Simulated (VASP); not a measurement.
Input of a VASP 6.6.1 run:

File POSCAR:

```
MgO2
1.0
    1.5789561221      0.9116107421      3.4593913814
   -1.5789561221      0.9116107421      3.4593913814
    0.0000000000     -1.8232214843      3.4593913814
Mg O
1 2
Direct
    0.0000000000      0.0000000000      0.0000000000
    0.4290871499      0.4290871499      0.4290871499
    0.5709128501      0.5709128501      0.5709128501
```

File INCAR.step1:

```
PREC = Accurate ; ENCUT = 750
ISMEAR = 0 ; SIGMA = 0.1
LREAL = False ; LASPH = True
NELM = 120 ; NBANDS = 18
GGA = PE ; ALGO = Normal
EDIFF = 1E-5 ; LWAVE = True
LCHARG = False ; GGA_COMPAT = False
```

File INCAR.step2:

```
PREC = Accurate ; ENCUT = 750
EDIFF = 1E-6 ; ISMEAR = 0
SIGMA = 0.1 ; LREAL = False
LASPH = True ; NELM = 120
ALGO = Normal ; ISIF = 2
LWAVE = False ; LCHARG = False
METAGGA = R2SCAN ; LMIXTAU = True
NBANDS = 18 ; ISTART = 1
GGA_COMPAT = False
```

Contents of KPOINTS:

```
regular mesh
0
Gamma
  6 6 6
```

Potentials or basis: VASP PAW PBE potentials, release 64 (Mg_sv, O).

Command:

```sh
$ cat potpaw_PBE.64/Mg_sv/POTCAR potpaw_PBE.64/O/POTCAR > POTCAR
$ cp INCAR.step1 INCAR
$ mpirun -np 1 vasp_std > vasp.out
$ cp INCAR.step2 INCAR
$ mpirun -np 1 vasp_std > vasp.out
```

What does it give for the largest force?

0.212 eV/Å.

What does it give for the pressure?

0.4 GPa.

Estimate the band gap on the k mesh.

3.15 eV.

Stress tensor (GPa, compression positive):
```
-0.35  0.00  0.00
 0.00 -0.35  0.00
 0.00  0.00  1.84
```

Caveat: the PAW data sets were made with another functional, which shifts forces and pressure a little. A k mesh can miss the band edges.
